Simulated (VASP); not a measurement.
# Cu (I4/mmm) in VASP: further runs

Cu is run at these levels: PBEsol; tasks: single point.

All numbers are computed with VASP 6.6.1; they aren't measurements. Logs are shortened: lines on timing, memory, paths and dates and some standing lists are left out, and cuts for length are marked.

## Step 1: The cell of the first run

Symmetry: I4/mmm, No. 139, tetragonal system. The conventional cell has a = 2.277 Å, b = 2.277 Å, c = 4.554 Å, α = 90.00°, β = 90.00°, γ = 90.00°. Cu (site symmetry 4/mmm) has 12 Cu at 2.28 to 2.79 Å within 3.0 Å.

## Step 2: Single point, PBEsol

INCAR reads:

```
SYSTEM = Cu
  PREC = Accurate
  ENCUT = 520
  EDIFF = 1E-7
  ISMEAR = 0
  SIGMA = 0.15
  LREAL = .FALSE.
  LASPH = .TRUE.
  NELM = 100
  ALGO = Fast
  ISIF = 2
  LWAVE = .FALSE.
  LCHARG = .FALSE.
  GGA = PS
  NBANDS = 12
```

KPOINTS reads:

```
regular mesh
0
G
  24 24 24
  0 0 0
```

POSCAR reads:

```
Cu
1.0
    0.0000000000      1.6103804991      2.2770780257
    1.6103804991      0.0000000000      2.2770780257
    1.6103804991      1.6103804991      0.0000000000
Cu
1
Direct
    0.0000000000      0.0000000000      0.0000000000
```

Potentials or basis: VASP PAW PBE potentials, release 64 (Cu).

The run is started by

```
$ cat potpaw_PBE.64/Cu/POTCAR > POTCAR
$ mpirun -np 1 vasp_std > vasp.out
```

OUTCAR:

```text
SYSTEM = Cu
   PREC = Accurate
   ENCUT = 520
   EDIFF = 1E-7
   ISMEAR = 0
   LREAL = .FALSE.
   LASPH = .TRUE.
   NELM = 100
   ISIF = 2
   GGA = PS

 ion  position               nearest neighbor table
   1  0.000  0.000  0.000-

  LATTYP: Found a body centered tetragonal cell.
 ALAT       =     2.2774219424
 C/A-ratio  =     1.9996979772

  Lattice vectors:

 A1 = (  -1.6103804991,   0.0000000000,   2.2770780257)
 A2 = (   1.6103804991,   0.0000000000,   2.2770780257)
 A3 = (   0.0000000000,   1.6103804991,  -2.2770780257)

Analysis of symmetry for initial positions (statically):
=====================================================================
 Subroutine PRICEL returns:
 Original cell was already a primitive cell.

 Routine SETGRP: Setting up the symmetry group for a
 body centered tetragonal supercell.

 Subroutine GETGRP returns: Found 16 space group operations
 (whereof 16 operations were pure point group operations)
 out of a pool of 16 trial point group operations.

The static configuration has the point symmetry D_4h.

Analysis of symmetry for dynamics (positions and initial velocities):
=====================================================================
 Subroutine PRICEL returns:
 Original cell was already a primitive cell.

 Routine SETGRP: Setting up the symmetry group for a
 body centered tetragonal supercell.

 Subroutine GETGRP returns: Found 16 space group operations
 (whereof 16 operations were pure point group operations)
 out of a pool of 16 trial point group operations.

The dynamic configuration has the point symmetry D_4h.

 Subroutine INISYM returns: Found 16 space group operations
 (whereof 16 operations are pure point group operations),
 and found     1 'primitive' translations

----------------------------------------------------------------------------------------

                                     Primitive cell

  volume of cell :      11.8104

  direct lattice vectors                    reciprocal lattice vectors
     0.000000000  1.610380499  2.277078026    -0.310485628  0.310485628  0.219579652
     1.610380499  0.000000000  2.277078026     0.310485628 -0.310485628  0.219579652
     1.610380499  1.610380499  0.000000000     0.310485628  0.310485628 -0.219579652

  length of vectors
     2.788980044  2.788980044  2.277421942     0.490935712  0.490935712  0.490935712

  position of ions in fractional coordinates (direct lattice)
     0.000000000  0.000000000  0.000000000

  ion indices of the primitive-cell ions
   primitive index   ion index
                 1           1

----------------------------------------------------------------------------------------

 KPOINTS: regular mesh

Automatic generation of k-mesh.
 Grid dimensions read from file:
 generate k-points for:   24   24   24

 Generating k-lattice:

  Cartesian coordinates                     Fractional coordinates (reciprocal lattice)
    -0.012936901  0.012936901  0.009149152     0.041666667  0.000000000  0.000000000
     0.012936901 -0.012936901  0.009149152     0.000000000  0.041666667  0.000000000
     0.012936901  0.012936901 -0.009149152    -0.000000000 -0.000000000  0.041666667

  Length of vectors
     0.020455655  0.020455655  0.020455655

  Shift w.r.t. Gamma in fractional coordinates (k-lattice)
     0.000000000  0.000000000  0.000000000

 Subroutine IBZKPT returns following result:
 ===========================================

 Found   1063 irreducible k-points:

 Following reciprocal coordinates:
            Coordinates               Weight
  0.000000  0.000000  0.000000      1.000000
  0.041667 -0.000000  0.000000      8.000000
  0.083333 -0.000000  0.000000      8.000000
  0.125000 -0.000000  0.000000      8.000000
  0.166667 -0.000000  0.000000      8.000000
  0.208333 -0.000000  0.000000      8.000000
[... 16 lines left out ...]
  0.416667  0.041667  0.000000      8.000000
  0.458333  0.041667  0.000000      8.000000
 [... further k-points ...]
   k-points           NKPTS =   1063   k-points in BZ     NKDIM =   1063   number of bands    NBANDS=     12
   number of dos      NEDOS =    301   number of ions     NIONS =      1
   total plane-waves  NPLWV =  10368
   dimension x,y,z NGX =    24 NGY =   24 NGZ =   18
   dimension x,y,z NGXF=    48 NGYF=   48 NGZF=   36
   ions per type =               1
   NGX,Y,Z   is equivalent  to a cutoff of  14.31, 14.31, 13.14 a.u.
   NGXF,Y,Z  is equivalent  to a cutoff of  28.61, 28.61, 26.28 a.u.
 SYSTEM =  Cu
   PREC   = accura    normal or accurate (medium, high low for compatibility)
   ISTART =      0    job   : 0-new  1-cont  2-samecut
   ICHARG =      2    charge: 1-file 2-atom 10-const
   ISPIN  =      1    spin polarized calculation?
   LNONCOLLINEAR =      F non collinear calculations
   LSORBIT =      F    spin-orbit coupling
   LASPH  =      T    aspherical Exc in radial PAW
   ENCUT  =  520.0 eV  38.22 Ry    6.18 a.u.   5.19  5.19  4.23*2*pi/ulx,y,z
   NELM   =    100;   NELMIN=  2; NELMDL= -5     # of ELM steps
   EDIFF  = 0.1E-06   stopping-criterion for ELM
   LREAL  =      F    real-space projection
   EDIFFG = 0.1E-05   stopping-criterion for IOM
   NSW    =      0    number of steps for IOM
   IBRION =     -1    ionic relax: 0-MD 1-quasi-New 2-CG
   NFREE  =      0    steps in history (QN), initial steepest desc. (CG)
   ISIF   =      2    stress and relaxation
   ISYM   =      2    0-nonsym 1-usesym 2-fastsym
   POTIM  = 0.5000    time-step for ionic-motion
   TEBEG  =    0.0;   TEEND  =   0.0 temperature during run
   PSTRESS=    0.0 pullay stress
   NELECT =      11.0000    total number of electrons
   NUPDOWN=      -1.0000    fix difference up-down
   EMIN   =  10.00;   EMAX   =-10.00  energy-range for DOS
   EFERMI =   0.00;   METHOD = LEGACY
   ISMEAR =     0;   SIGMA  =   0.15  broadening in eV -4-tet -1-fermi 0-gaus
   EFERMI_NEDOS =   21; number of points for ismear=-14 and -15
   IALGO  =     68    algorithm
   IMIX   =      4    mixing-type and parameters
     AMIX     =   0.40;   BMIX     =  1.00
     AMIX_MAG =   1.60;   BMIX_MAG =  1.00
  volume/ion in A,a.u.               =      11.81        79.70
  Fermi-wavevector in a.u.,A,eV,Ry     =   1.598763  3.021224 34.777078  2.556043
  Thomas-Fermi vector in A             =   2.696162
   LORBIT       =      0    0 simple, 1 ext, 2 COOP (PROOUT), +10 PAW based schemes
   GGA     = PS    functional components
   LHFCALC =     F    Hartree Fock is set to
   AEXX    =    0.0000 exact exchange contribution
   IVDW    =     0    specifies the selected vdW correction
   LEPSILON=     F    determine dielectric tensor
   LRPA    =     F    only Hartree local field effects (RPA)
 non-spin polarized calculation
 RMM-DIIS sequential band-by-band and
 Gauss-broadening in eV      SIGMA  =   0.15
  energy-cutoff  :      520.00
  volume of cell :       11.81
 maximum number of plane-waves:       330
 NGX is ok and might be reduce to    24
   NGX = 11   NGY = 11   NGZ =  9

 number of electron      10.9999999 magnetization

 Free energy of the ion-electron system (eV)
  ---------------------------------------------------
  ext. energy  EPLUGINS =         0.00000000
  ---------------------------------------------------
  free energy    TOTEN  =        -3.98905080 eV

  energy without entropy =       -3.98581207  energy(sigma->0) =       -3.98743143

 E-fermi :   7.3589     XC(G=0): -12.8747

 val. band max:        7.3565960724   @ k =  -0.4583   0.2917   0.0417
 cond. band min:       7.3598813539   @ k =  -0.1250   0.2917   0.2500
 fundamental gap:      0.0032852816
 Fermi energy:         7.3589183354

 k-point     1 :       0.0000    0.0000    0.0000
  band No.  band energies     occupation
      1      -1.9596      2.00000
      2       3.1507      2.00000
      3       4.0064      2.00000
      4       5.1665      2.00000
      5       5.1665      2.00000
      6       5.9244      2.00000
      7      26.4469      0.00000
      8      30.9093      0.00000
      9      32.1140      0.00000
     10      34.0367      0.00000
     11      34.0367      0.00000
     12      34.7787      0.00000

 k-point     2 :       0.0417   -0.0000    0.0000
  band No.  band energies     occupation
      1      -1.8927      2.00000
      2       3.1688      2.00000
      3       4.0179      2.00000
      4       5.1418      2.00000
      5       5.1743      2.00000
      6       5.9083      2.00000
      7      26.2752      0.00000
      8      31.0350      0.00000
      9      31.6159      0.00000
     10      33.3333      0.00000
     11      33.9742      0.00000
     12      34.1493      0.00000

 k-point     3 :       0.0833   -0.0000    0.0000
  band No.  band energies     occupation
      1      -1.6934      2.00000
      2       3.2205      2.00000
      3       4.0522      2.00000
      4       5.0726      2.00000
      5       5.1971      2.00000
      6       5.8614      2.00000
      7      25.8395      0.00000
      8      29.7491      0.00000
      9      31.2071      0.00000
     10      32.9456      0.00000
     11      33.7516      0.00000
     12      33.8415      0.00000
[... 286 lines left out ...]
 k-point    23 :       0.4167    0.0417    0.0000
  band No.  band energies     occupation
      1       2.1400      2.00000
      2       3.5392      2.00000
      3       5.0904      2.00000
      4       5.1569      2.00000
      5       5.6648      2.00000
      6       5.6661      2.00000
      7      14.3896      0.00000
      8      20.5852      0.00000
      9      27.8132      0.00000
     10      34.1040      0.00000
     11      34.1835      0.00000
     12      40.9862      0.00000

 k-point    24 :       0.4583    0.0417    0.0000
  band No.  band energies     occupation
      1       2.3407      2.00000
      2       3.5177      2.00000
      3       5.0257      2.00000
      4       5.5785      2.00000
      5       5.6890      2.00000
      6       6.1347      2.00000
      7      12.9374      0.00000
      8      20.4312      0.00000
      9      27.4724      0.00000
     10      34.1691      0.00000
     11      34.8258      0.00000
     12      39.9718      0.00000

 [... further k-points ...]
[... 5 lines left out ...]
  --------------------------------------------------------------------------------------
  -------------------------------------------------------------------------------------
  Total        1.4954417      1.4954417     -1.8413230      0.0000000     -0.0000000      0.0000000
  in kB      202.8687467    202.8687467   -249.7903489      0.0000000     -0.0000000      0.0000000
  external PRESSURE =      51.9823815 kB  Pullay stress =       0.0000000 kB

 VOLUME and BASIS-vectors are now :
 -----------------------------------------------------------------------------
  energy-cutoff  :      520.00
  volume of cell :       11.81
      direct lattice vectors                 reciprocal lattice vectors
     0.000000000  1.610380499  2.277078026    -0.310485628  0.310485628  0.219579652
     1.610380499  0.000000000  2.277078026     0.310485628 -0.310485628  0.219579652
     1.610380499  1.610380499  0.000000000     0.310485628  0.310485628 -0.219579652

 POSITION                                       TOTAL-FORCE (eV/Angst)
 -----------------------------------------------------------------------------------
      0.00000      0.00000      0.00000         0.000000      0.000000     -0.000000
 -----------------------------------------------------------------------------------
    total drift:                               -0.000000      0.000000     -0.000000

  FREE ENERGIE OF THE ION-ELECTRON SYSTEM (eV)
  ---------------------------------------------------
  free  energy   TOTEN  =        -3.9890507988 eV

  energy  without entropy=       -3.9858120658  energy(sigma->0) =       -3.98743143
```

Run time: 3.5 min. Hardware: 1 thread of Intel Xeon 8259CL, shared host; peak memory 0.26 GiB.

What came out:

| Property | Result |
| --- | --- |
| Free energy | -3.9891 eV |
| Pressure | 5.2 GPa |

Caveat: the PAW data sets were made with another functional, which shifts forces and pressure a little.

[end of part 1 of 2]
